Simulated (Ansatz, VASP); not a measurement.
Two plane-wave programs on La

```
CELL_PARAMETERS angstrom
0.00000 3.32991 3.32991
3.32991 0.00000 3.32991
3.32991 3.32991 0.00000
ATOMIC_POSITIONS crystal
La 0.12500 0.12500 0.12500
La 0.87500 0.87500 0.87500
```

Alike in both runs: task single point; functional r2SCAN; k mesh 9 × 9 × 9; occupations fermi-dirac, width 0.1 eV; no spin polarisation.

|  | VASP | Ansatz |
| --- | --- | --- |
| version | VASP 6.6.1 | Ansatz 0.2.0 |
| potentials or method | VASP PAW PBE potentials, release 64 (La), cutoff 550 eV | plane waves (500 eV) with PAW, scalar-relativistic |
| valence electrons in the cell | 22 | 22 |

Ansatz gave:

```
pressure (GPa) : 0.0
```

**Question.** Which values does VASP return?

**Answer.** Pressure (GPa): -0.1.

VASP's potentials were made for PBE, not for r2SCAN. The functional is the same, so the differences come from potentials, cutoffs and numerics.

Neither program's run includes spin-orbit coupling.
